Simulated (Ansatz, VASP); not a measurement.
Al2O3 in VASP and in Ansatz

```
Al O
1.0
     2.89245    0.00000    0.00000
    -1.44623    2.50494    0.00000
     0.00000    0.00000    7.36051
Al O
2 3
Direct
  0.00000 0.00000 0.19074
  0.00000 0.00000 0.80926
  0.33333 0.66667 0.28409
  0.66667 0.33333 0.00000
  0.33333 0.66667 0.71591
```

Alike in both runs: task single point; functional PBE; dispersion D3(BJ); k mesh 9 × 9 × 4; occupations gaussian, width 0.05 eV; no spin polarisation.

```csv
,VASP,Ansatz
version,VASP 6.6.1,Ansatz 0.2.0
potentials or method,"VASP PAW PBE potentials, release 64 (Al, O), cutoff 520 eV","scalar-relativistic, plane waves, PAW"
valence electrons in the cell,24,24
```

Ansatz gave:

```
gap on the k mesh at the Fermi level (eV)                     : 4.35
least direct gap on the mesh (eV)                             : 4.45
pressure (GPa)                                                : -4.6
traceless stress, the component that is largest in VASP (GPa) : 1.46
rms of the force components (eV/Å)                            : 0.113
```

Question: Estimate VASP's values.

Answer: gap on the k mesh at the Fermi level (eV): 4.33; least direct gap on the mesh (eV): 4.43; pressure (GPa): -4.6; traceless stress, the component that is largest in VASP (GPa): 1.22; rms of the force components (eV/Å): 0.127.

Atom by atom the forces differ by 0.017 eV/Å (rms over components).
